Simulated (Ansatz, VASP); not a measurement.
YS: VASP beside Ansatz

INCAR

```
SYSTEM = YS
PREC     = Accurate       ! precision mode
ENCUT    = 520            ! plane-wave cutoff, eV
EDIFF    = 1E-8           ! SCF threshold, eV
ISMEAR   = -1             ! smearing method
SIGMA    = 0.01           ! smearing width, eV
LREAL    = .False.        ! projectors in reciprocal space
LASPH    = .True.         ! aspherical terms in the spheres
NELM     = 60             ! most SCF steps
ALGO     = Normal         ! electronic algorithm
ISIF     = 2              ! what is computed and relaxed
LWAVE    = .False.        ! write WAVECAR
LCHARG   = .False.        ! write CHGCAR
LEFG     = .True.       
NBANDS   = 16             ! bands
```

File KPOINTS:

```
regular mesh
0
Gamma
  8 8 8
  0 0 0
```

The input POSCAR:

```
YS
1.0
    0.0000000000      2.6876414272      2.6876414272
    2.6876414272      0.0000000000      2.6876414272
    2.6876414272      2.6876414272      0.0000000000
Y S
1 1
Direct
    0.5000000000      0.5000000000      0.5000000000
    0.0000000000      0.0000000000      0.0000000000
```

Input for Ansatz:

```yaml
crystal:
  lattice:
    - [0.0, 2.6876414272, 2.6876414272]
    - [2.6876414272, 0.0, 2.6876414272]
    - [2.6876414272, 2.6876414272, 0.0]
  atoms:
    - { symbol: "Y", position: [0.5, 0.5, 0.5] }
    - { symbol: S, position: [0.0, 0.0, 0.0] }
kpoints:
  mp_grid: { grid: [8, 8, 8] }
scf:
  occupations: { method: fermi_dirac, width: 0.01 }
hamiltonian:
  xc: lda
  pseudopotentials: { kind: all_electron, datasets: crystal }
output:
  forces: true
  stress: true
  eigenvalues: true
  efg: { contact_densities: true }
```

Change from the starting cell: volume scaled by 0.94, crystal datasets.

Alike in both runs: task electric field gradients; functional LDA; k mesh 8 × 8 × 8; occupations fermi-dirac, width 0.01 eV; no spin polarisation.

```csv
,VASP,Ansatz
version,VASP 6.6.1,Ansatz 0.2.0
potentials or method,"VASP PAW LDA potentials, release 64 (Y_sv, S), cutoff 520 eV","all-electron PAW with datasets made for the crystal, scalar-relativistic"
```

```tsv
	VASP	Ansatz	Ansatz less VASP
pressure (GPa)	2.9	2.9	-0.02
```

LDA's correlation is that of Perdew and Zunger in VASP and of Perdew and Wang (1992) in Ansatz. Ansatz ran all-electron here, and VASP with PAW potentials.
